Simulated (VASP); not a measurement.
A run of VASP 6.6.1:

The input INCAR:

```
PREC = Accurate ; ENCUT = 700
EDIFF = 1E-6 ; ISMEAR = 0
SIGMA = 0.05 ; LREAL = False
LASPH = True ; NELM = 120
ALGO = Normal ; ISIF = 2
LWAVE = False ; LCHARG = False
GGA = PS ; NBANDS = 37
GGA_COMPAT = False
```

Contents of KPOINTS:

```
regular mesh
0
Gamma
  8 8 6
```

File POSCAR:

```
Ta2O5
1.0
    2.9621467559     -2.5380406594      0.0166874682
    2.9621467559      2.5380406594      0.0166874682
   -2.6788125954      0.0000000000      5.0872750641
Ta O
2 5
Direct
    0.2312115468      0.1509661098      0.2922341406
    0.8490338902      0.7687884532      0.7077658594
    0.6331897694      0.2241584648      0.6514832749
    0.2412721201      0.1119475761      0.9563142977
    0.2743164088      0.7544653980      0.5096789585
    0.8880524239      0.7587278799      0.0436857023
    0.7758415352      0.3668102306      0.3485167251
```

Potentials or basis: VASP PAW PBE potentials, release 64 (Ta_sv_GW, O).

Command:

```bash
$ cat potpaw_PBE.64/Ta_sv_GW/POTCAR potpaw_PBE.64/O/POTCAR > POTCAR
$ mpirun -np 1 vasp_std > vasp.out
```

Hardware: 1 thread of Intel(R) Xeon(R) Platinum 8259CL CPU @ 2.50GHz (Skylake/Cascade Lake) (shared host).

Problem. Estimate the wall time of this run.

Solution. It took 20 min on 1 thread of Intel(R) Xeon(R) Platinum 8259CL CPU @ 2.50GHz (Skylake/Cascade Lake) (shared host), peak memory 0.76 GiB. Counts: scf iterations 19, k points 196.
